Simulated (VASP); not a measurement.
# Na (Im-3m) in VASP: notebook

Na is run at these levels: r2SCAN, LDA; tasks: single point.

All numbers are computed with VASP 6.6.1; they aren't measurements. Logs are shortened: lines on timing, memory, paths and dates and some standing lists are left out, and cuts for length are marked.

### Step 1. The cell of the first run

Symmetry: Im-3m, No. 229, cubic system. Conventional cell: a = 4.366 Å, b = 4.366 Å, c = 4.366 Å, α = 90.00°, β = 90.00°, γ = 90.00°. Na (site symmetry m-3m) has 14 Na at 3.78 to 4.37 Å within 5.0 Å.

### Step 2. Single point, r2SCAN

The input, POSCAR:

```
Na
1.0
   -2.1829910528      2.1829910528      2.1829910528
    2.1829910528     -2.1829910528      2.1829910528
    2.1829910528      2.1829910528     -2.1829910528
Na
1
Direct
    0.0000000000      0.0000000000      0.0000000000
```

The input, INCAR.step1:

```
ALGO = Normal
EDIFF = 1E-4
ENCUT = 520
GGA = PE
ISMEAR = -1
LASPH = T
LCHARG = F
LREAL = F
LWAVE = T
NBANDS = 10
NELM = 100
PREC = Accurate
SIGMA = 0.05
```

The input, INCAR.step2:

```
ALGO = Normal
EDIFF = 1E-7
ENCUT = 520
ISIF = 2
ISMEAR = -1
ISTART = 1
LASPH = T
LCHARG = T
LELF = T
LMIXTAU = T
LREAL = F
LVHAR = T
LWAVE = F
METAGGA = R2SCAN
NBANDS = 10
NELM = 100
PREC = Accurate
SIGMA = 0.05
```

The input, KPOINTS:

```
k-points
0
Gamma
  9 9 9
```

Potentials or basis: VASP PAW PBE potentials, release 64 (Na_pv).

Command:

```console
$ cat potpaw_PBE.64/Na_pv/POTCAR > POTCAR
$ cp INCAR.step1 INCAR
$ mpirun -np 1 vasp_std > vasp.out
$ cp INCAR.step2 INCAR
$ mpirun -np 1 vasp_std > vasp.out
```

OUTCAR:

```text
EDIFF = 1E-7
   ENCUT = 520
   ISIF = 2
   ISMEAR = -1
   ISTART = 1
   LASPH = T
   LREAL = F
   METAGGA = R2SCAN
   NELM = 100
   PREC = Accurate

 ion  position               nearest neighbor table
   1  0.000  0.000  0.000-

  LATTYP: Found a body centered cubic cell.
 ALAT       =     4.3659821056

  Lattice vectors:

 A1 = (  -2.1829910528,   2.1829910528,   2.1829910528)
 A2 = (   2.1829910528,  -2.1829910528,   2.1829910528)
 A3 = (   2.1829910528,   2.1829910528,  -2.1829910528)

Analysis of symmetry for initial positions (statically):
=====================================================================
 Subroutine PRICEL returns:
 Original cell was already a primitive cell.

 Routine SETGRP: Setting up the symmetry group for a
 body centered cubic supercell.

 Subroutine GETGRP returns: Found 48 space group operations
[... 9 lines left out ...]

 Routine SETGRP: Setting up the symmetry group for a
 body centered cubic supercell.

 Subroutine GETGRP returns: Found 48 space group operations
[... 11 lines left out ...]
                                     Primitive cell

  volume of cell :      41.6117

  direct lattice vectors                    reciprocal lattice vectors
    -2.182991053  2.182991053  2.182991053     0.000000000  0.229043541  0.229043541
     2.182991053 -2.182991053  2.182991053     0.229043541  0.000000000  0.229043541
     2.182991053  2.182991053 -2.182991053     0.229043541  0.229043541  0.000000000

  length of vectors
     3.781051416  3.781051416  3.781051416     0.323916482  0.323916482  0.323916482

  position of ions in fractional coordinates (direct lattice)
     0.000000000  0.000000000  0.000000000

  ion indices of the primitive-cell ions
   primitive index   ion index
                 1           1

----------------------------------------------------------------------------------------

 KPOINTS: k-points

Automatic generation of k-mesh.
 Grid dimensions read from file:
 generate k-points for:    9    9    9

 Generating k-lattice:

  Cartesian coordinates                     Fractional coordinates (reciprocal lattice)
     0.000000000  0.025449282  0.025449282     0.111111111  0.000000000  0.000000000
     0.025449282  0.000000000  0.025449282     0.000000000  0.111111111  0.000000000
     0.025449282  0.025449282  0.000000000     0.000000000  0.000000000  0.111111111

  Length of vectors
     0.035990720  0.035990720  0.035990720

  Shift w.r.t. Gamma in fractional coordinates (k-lattice)
     0.000000000  0.000000000  0.000000000

 Subroutine IBZKPT returns following result:
 ===========================================

 Found     35 irreducible k-points:

 Following reciprocal coordinates:
            Coordinates               Weight
  0.000000  0.000000  0.000000      1.000000
  0.111111  0.000000  0.000000     12.000000
  0.222222  0.000000  0.000000     12.000000
  0.333333  0.000000  0.000000     12.000000
  0.444444  0.000000  0.000000     12.000000
  0.111111  0.111111  0.000000     24.000000
[... 16 lines left out ...]
 -0.333333  0.444444  0.111111     48.000000
 -0.444444 -0.444444  0.111111     24.000000
 [... further k-points ...]
   k-points           NKPTS =     35   k-points in BZ     NKDIM =     35   number of bands    NBANDS=     10
   number of dos      NEDOS =    301   number of ions     NIONS =      1
   total plane-waves  NPLWV =  21952
   dimension x,y,z NGX =    28 NGY =   28 NGZ =   28
   dimension x,y,z NGXF=    56 NGYF=   56 NGZF=   56
   ions per type =               1
   NGX,Y,Z   is equivalent  to a cutoff of  12.31, 12.31, 12.31 a.u.
   NGXF,Y,Z  is equivalent  to a cutoff of  24.62, 24.62, 24.62 a.u.
 SYSTEM =  unknown system
   PREC   = accura    normal or accurate (medium, high low for compatibility)
   ISTART =      1    job   : 0-new  1-cont  2-samecut
   ICHARG =      0    charge: 1-file 2-atom 10-const
   ISPIN  =      1    spin polarized calculation?
   LNONCOLLINEAR =      F non collinear calculations
   LSORBIT =      F    spin-orbit coupling
   LASPH  =      T    aspherical Exc in radial PAW
   ENCUT  =  520.0 eV  38.22 Ry    6.18 a.u.   7.03  7.03  7.03*2*pi/ulx,y,z
   NELM   =    100;   NELMIN=  2; NELMDL=  0     # of ELM steps
   EDIFF  = 0.1E-06   stopping-criterion for ELM
   LREAL  =      F    real-space projection
   EDIFFG = 0.1E-05   stopping-criterion for IOM
   NSW    =      0    number of steps for IOM
   IBRION =     -1    ionic relax: 0-MD 1-quasi-New 2-CG
   NFREE  =      0    steps in history (QN), initial steepest desc. (CG)
   ISIF   =      2    stress and relaxation
   ISYM   =      2    0-nonsym 1-usesym 2-fastsym
   POTIM  = 0.5000    time-step for ionic-motion
   TEBEG  =    0.0;   TEEND  =   0.0 temperature during run
   PSTRESS=    0.0 pullay stress
   NELECT =       7.0000    total number of electrons
   NUPDOWN=      -1.0000    fix difference up-down
   EMIN   =  10.00;   EMAX   =-10.00  energy-range for DOS
   EFERMI =   0.00;   METHOD = LEGACY
   ISMEAR =    -1;   SIGMA  =   0.05  broadening in eV -4-tet -1-fermi 0-gaus
   EFERMI_NEDOS =   21; number of points for ismear=-14 and -15
   IALGO  =     38    algorithm
   IMIX   =      4    mixing-type and parameters
     AMIX     =   0.40;   BMIX     =  1.00
     AMIX_MAG =   1.60;   BMIX_MAG =  1.00
  volume/ion in A,a.u.               =      41.61       280.81
  Fermi-wavevector in a.u.,A,eV,Ry     =   0.903723  1.707790 11.112097  0.816716
  Thomas-Fermi vector in A             =   2.027084
   LORBIT       =      0    0 simple, 1 ext, 2 COOP (PROOUT), +10 PAW based schemes
   METAGGA = R2SCAN    functional components
   LHFCALC =     F    Hartree Fock is set to
   AEXX    =    0.0000 exact exchange contribution
   IVDW    =     0    specifies the selected vdW correction
   LEPSILON=     F    determine dielectric tensor
   LRPA    =     F    only Hartree local field effects (RPA)
 non-spin polarized calculation
  energy-cutoff  :      520.00
  volume of cell :       41.61
 maximum number of plane-waves:      1136
   NGX = 13   NGY = 13   NGZ = 13

 number of electron       6.9999984 magnetization

 Free energy of the ion-electron system (eV)
  ---------------------------------------------------
  ext. energy  EPLUGINS =         0.00000000
  ---------------------------------------------------
  free energy    TOTEN  =        -3.55017291 eV

  energy without entropy =       -3.54687439  energy(sigma->0) =       -3.54852365

 E-fermi :   0.0276     XC(G=0):  -6.5991

 val. band max:       -0.0678051870   @ k =  -0.3333   0.4444   0.1111
 cond. band min:       0.1215091392   @ k =   0.4444   0.0000   0.0000
 fundamental gap:      0.1893143263
 Fermi energy:         0.0275598405

 k-point     1 :       0.0000    0.0000    0.0000
  band No.  band energies     occupation
      1     -26.0795      2.00000
      2     -26.0795      2.00000
      3     -26.0793      2.00000
      4      -3.2092      2.00000
      5      11.7291      0.00000
      6      11.7291      0.00000
      7      11.7291      0.00000
      8      12.8647      0.00000
      9      12.8647      0.00000
     10      13.4407      0.00000

 k-point     2 :       0.1111    0.0000    0.0000
  band No.  band energies     occupation
      1     -26.0822      2.00000
      2     -26.0804      2.00000
      3     -26.0795      2.00000
      4      -2.9942      2.00000
      5       9.5781      0.00000
      6      10.7085      0.00000
      7      11.1000      0.00000
      8      11.6713      0.00000
      9      12.1630      0.00000
     10      13.7769      0.00000

 k-point     3 :       0.2222    0.0000    0.0000
  band No.  band energies     occupation
      1     -26.0893      2.00000
      2     -26.0828      2.00000
      3     -26.0795      2.00000
      4      -2.3539      2.00000
      5       6.7536      0.00000
      6       9.5255      0.00000
      7      10.2388      0.00000
      8      10.5615      0.00000
      9      11.5706      0.00000
     10      14.1709      0.00000

 k-point     4 :       0.3333    0.0000    0.0000
  band No.  band energies     occupation
      1     -26.0973      2.00000
      2     -26.0855      2.00000
      3     -26.0795      2.00000
      4      -1.3025      2.00000
      5       4.2224      0.00000
      6       8.7065      0.00000
      7       9.6219      0.00000
      8       9.8178      0.00000
      9      10.9285      0.00000
     10      15.1036      0.00000

 k-point     5 :       0.4444    0.0000    0.0000
  band No.  band energies     occupation
      1     -26.1025      2.00000
      2     -26.0873      2.00000
      3     -26.0794      2.00000
      4       0.1215      0.26501
      5       2.0572      0.00000
      6       8.2930      0.00000
      7       9.3088      0.00000
      8       9.4465      0.00000
      9      10.5535      0.00000
     10      15.9947      0.00000

 k-point     6 :       0.1111    0.1111    0.0000
  band No.  band energies     occupation
      1     -26.0870      2.00000
      2     -26.0815      2.00000
      3     -26.0802      2.00000
      4      -2.5666      2.00000
      5       8.0095      0.00000
      6       8.5695      0.00000
      7      10.2764      0.00000
      8      11.5884      0.00000
      9      12.4088      0.00000
     10      13.9601      0.00000

 k-point     7 :       0.2222    0.1111    0.0000
  band No.  band energies     occupation
      1     -26.0940      2.00000
      2     -26.0844      2.00000
      3     -26.0804      2.00000
      4      -1.7206      2.00000
      5       5.5531      0.00000
      6       7.4045      0.00000
      7       9.4220      0.00000
      8      11.0222      0.00000
      9      12.6011      0.00000
     10      13.5774      0.00000

 k-point     8 :       0.3333    0.1111    0.0000
  band No.  band energies     occupation
      1     -26.0999      2.00000
      2     -26.0872      2.00000
      3     -26.0805      2.00000
      4      -0.4772      1.99992
      5       3.2258      0.00000
      6       6.7966      0.00000
      7       8.8797      0.00000
      8      10.5047      0.00000
      9      12.4315      0.00000
     10      14.2567      0.00000

 k-point     9 :       0.4444    0.1111    0.0000
  band No.  band energies     occupation
      1     -26.1022      2.00000
      2     -26.0884      2.00000
      3     -26.0805      2.00000
      4       0.8844      0.00000
      5       1.4989      0.00000
      6       6.5956      0.00000
      7       8.6954      0.00000
      8      10.3223      0.00000
      9      12.2921      0.00000
     10      15.1475      0.00000
[... 118 lines left out ...]
 k-point    19 :      -0.2222    0.2222    0.1111
  band No.  band energies     occupation
      1     -26.0893      2.00000
      2     -26.0838      2.00000
      3     -26.0816      2.00000
      4      -2.1420      2.00000
      5       6.9030      0.00000
      6       8.3561      0.00000
      7       9.2395      0.00000
      8      11.0888      0.00000
      9      11.7316      0.00000
     10      13.3514      0.00000

 k-point    20 :      -0.3333    0.3333    0.1111
  band No.  band energies     occupation
      1     -26.0969      2.00000
      2     -26.0866      2.00000
      3     -26.0815      2.00000
      4      -1.0942      2.00000
      5       4.4066      0.00000
      6       7.6019      0.00000
      7       8.6084      0.00000
      8      11.1006      0.00000
      9      11.6924      0.00000
     10      12.7482      0.00000

 k-point    21 :      -0.2222    0.3333    0.1111
  band No.  band energies     occupation
      1     -26.0942      2.00000
      2     -26.0866      2.00000
      3     -26.0831      2.00000
      4      -1.3020      2.00000
      5       5.6347      0.00000
      6       6.4051      0.00000
      7       9.2350      0.00000
      8      10.4764      0.00000
      9      11.4276      0.00000
     10      14.8180      0.00000

 k-point    22 :      -0.4444    0.4444    0.1111
  band No.  band energies     occupation
      1     -26.1019      2.00000
      2     -26.0884      2.00000
      3     -26.0813      2.00000
      4       0.3239      0.00532
      5       2.2556      0.00000
      6       7.2223      0.00000
      7       8.2392      0.00000
      8      10.7628      0.00000
      9      11.9567      0.00000
     10      13.1935      0.00000

 k-point    23 :      -0.3333    0.4444    0.1111
  band No.  band energies     occupation
      1     -26.0991      2.00000
      2     -26.0897      2.00000
      3     -26.0833      2.00000
      4      -0.0678      1.74143
      5       3.5840      0.00000
      6       5.5552      0.00000
      7       9.0823      0.00000
      8      10.8108      0.00000
      9      11.2031      0.00000
     10      14.0621      0.00000

 k-point    24 :      -0.4444   -0.4444    0.1111
  band No.  band energies     occupation
      1     -26.1010      2.00000
      2     -26.0910      2.00000
      3     -26.0832      2.00000
      4       1.2778      0.00000
      5       1.8962      0.00000
      6       5.3351      0.00000
      7       8.9446      0.00000
      8      10.6939      0.00000
      9      12.0452      0.00000
     10      13.0847      0.00000

 [... further k-points ...]
[... 5 lines left out ...]
  --------------------------------------------------------------------------------------
  -------------------------------------------------------------------------------------
  Total       -0.1808846     -0.1808846     -0.1808846      0.0000000      0.0000000     -0.0000000
  in kB       -6.9646019     -6.9646019     -6.9646019      0.0000000      0.0000000     -0.0000000
  external PRESSURE =      -6.9646019 kB  Pullay stress =       0.0000000 kB

 VOLUME and BASIS-vectors are now :
 -----------------------------------------------------------------------------
  energy-cutoff  :      520.00
  volume of cell :       41.61
      direct lattice vectors                 reciprocal lattice vectors
    -2.182991053  2.182991053  2.182991053     0.000000000  0.229043541  0.229043541
     2.182991053 -2.182991053  2.182991053     0.229043541  0.000000000  0.229043541
     2.182991053  2.182991053 -2.182991053     0.229043541  0.229043541  0.000000000

 POSITION                                       TOTAL-FORCE (eV/Angst)
 -----------------------------------------------------------------------------------
      0.00000      0.00000      0.00000         0.000000      0.000000      0.000000
 -----------------------------------------------------------------------------------
    total drift:                               -0.000000     -0.000000     -0.000000

  FREE ENERGIE OF THE ION-ELECTRON SYSTEM (eV)
  ---------------------------------------------------
  free  energy   TOTEN  =        -3.5501729128 eV

  energy  without entropy=       -3.5468743898  energy(sigma->0) =       -3.54852365
```

It took 53 s on 1 thread of Intel Xeon Platinum 8259CL at 2.50GHz (Skylake/Cascade Lake), shared host; peak memory 0.15 GiB.

Results:

* Free energy: -3.5502 eV
* Pressure: -0.7 GPa

Caveat: the PAW data sets were made with another functional, which shifts forces and pressure a little.

### Step 3. Single point, LDA (volume scaled by 0.94)

The input, INCAR:

```
SYSTEM = Na
  ALGO = Normal
  EDIFF = 1E-6
  ENCUT = 520
  GGA = CA
  ISIF = 2
  ISMEAR = -1
  LASPH = .True.
  LCHARG = .True.
  LELF = .True.
  LREAL = .False.
  LVHAR = .True.
  LWAVE = .False.
  NBANDS = 10
  NELM = 60
  PREC = Accurate
  SIGMA = 0.05
```

The input, KPOINTS:

```
k-points
0
Gamma
  9 9 9
  0 0 0
```

The input, POSCAR:

```
Na
1.0
   -2.0972938588      2.0972938588      2.0972938588
    2.0972938588     -2.0972938588      2.0972938588
    2.0972938588      2.0972938588     -2.0972938588
Na
1
Direct
    0.0000000000      0.0000000000      0.0000000000
```

Potentials or basis: VASP PAW LDA potentials, release 64 (Na_pv).

Command:

```console
$ cat potpaw_LDA.64/Na_pv/POTCAR > POTCAR
$ mpirun -np 1 vasp_std > vasp.out
```

Run time: 7.2 s. Hardware: 1 thread of Intel Xeon Platinum 8488C (Sapphire Rapids), shared host; peak memory 0.13 GiB.

The run converged. Its results:

* Free energy: -1.4514 eV
* Pressure: -0.8 GPa

Levels at points of the mesh, in eV from the Fermi level:
| k point | band 1 | band 2 | band 3 | band 4 | band 5 | band 6 | band 7 | band 8 |
| --- | --- | --- | --- | --- | --- | --- | --- | --- |
| (0.00, 0.00, 0.00) | -24.92 | -24.92 | -24.92 | -3.28 | 11.69 | 11.69 | 11.69 | 12.79 |
